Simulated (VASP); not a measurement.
Here is a VASP 6.6.1 calculation.

File INCAR:

```
PREC = Accurate ; ENCUT = 520
EDIFF = 1E-6 ; ISMEAR = -1
SIGMA = 0.1 ; LREAL = False
LASPH = True ; NELM = 100
ALGO = Normal ; ISIF = 2
LWAVE = False ; LCHARG = True
GGA = PE ; LELF = True
LVHAR = True ; NBANDS = 16
```

KPOINTS

```
Automatic mesh
0
Gamma
  12 12 12
```

POSCAR

```
NbSi
1.0
    0.0000000000      2.4718577094      2.4718577094
    2.4718577094      0.0000000000      2.4718577094
    2.4718577094      2.4718577094      0.0000000000
Nb Si
1 1
Direct
    0.0000000000      0.0000000000      0.0000000000
    0.2500000000      0.2500000000      0.2500000000
```

Potentials or basis: VASP PAW PBE potentials, release 64 (Nb_sv, Si).

Command:

```sh
$ cat potpaw_PBE.64/Nb_sv/POTCAR potpaw_PBE.64/Si/POTCAR > POTCAR
$ mpirun -np 1 vasp_std > vasp.out
```

**Question.** What does it give for the band gap on the k mesh?

**Answer.** Zero (an odd number of electrons rules out a gap without spin polarisation).

**Question.** Predict the pressure.

**Answer.** 85.1 GPa.

Caveat: the cell stands under pressure.
